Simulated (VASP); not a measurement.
## InSb: single point with PBE+D4

**Measured values to compare with.**

“Electronic Structure and Epitaxy of CdTe Shells on InSb Nanowires”, 2021, arxiv:2111.05126 quotes, for a bulk crystal of InSb: band gap 0.24 eV.

The system is InSb.

```xyz
2
Lattice="0.0000 3.2391 3.2391 3.2391 0.0000 3.2391 3.2391 3.2391 0.0000" Properties=species:S:1:pos:R:3 pbc="T T T"
In    0.0000    0.0000    0.0000
Sb    4.8587    4.8587    4.8587
```

| Quantity | Value |
| --- | --- |
| Program | VASP 6.6.1 |
| Task | single point |
| Functional | PBE |
| Dispersion | D4 |
| Potentials or basis | VASP PAW PBE potentials, release 64 (In_d, Sb) |
| Cutoff | 520 eV |
| k mesh | 6 × 6 × 6 |
| Occupations | gaussian, width 0.05 eV |
| Spin | no spin polarisation |

* Pressure: 1.3 GPa
* Band gap on the k mesh: zero (filled and empty bands touch)
* Dispersion energy per atom: -0.360 eV

Levels at points of the mesh, in eV from the Fermi level:
| k point | band 6 | band 7 | band 8 | band 9 | band 10 | band 11 | band 12 | band 13 |
| --- | --- | --- | --- | --- | --- | --- | --- | --- |
| (0.00, 0.00, 0.00) | -10.74 | -0.20 | -0.02 | -0.02 | -0.02 | 2.94 | 2.94 | 2.94 |
| (0.50, 0.00, 0.00) | -9.37 | -5.64 | -1.02 | -1.02 | 0.52 | 3.79 | 3.79 | 6.08 |
| (0.50, 0.50, 0.00) | -8.75 | -5.94 | -2.28 | -2.28 | 1.31 | 1.33 | 8.14 | 8.14 |

Wall time 8.9 s on 1 thread of Intel(R) Xeon(R) 6975P-C (Granite Rapids), on a shared host, peak memory 0.21 GiB.

Measured gap of InSb: 0.24 eV (quoted in “Electronic Structure and Epitaxy of CdTe Shells on InSb Nanowires”, 2021, arxiv:2111.05126). This calculation gives 0.00 eV (-0.24 eV). Spin-orbit coupling on In, Sb is left out. The value is that of PBE+D4 on a finite k mesh, which can miss the band edges, without temperature or zero-point motion. Semilocal functionals fall short of measured gaps as a rule.

Caveat: spin-orbit coupling is left out, which moves the levels of the heavy elements; pairwise dispersion overbinds metals, which lowers pressure and volume.
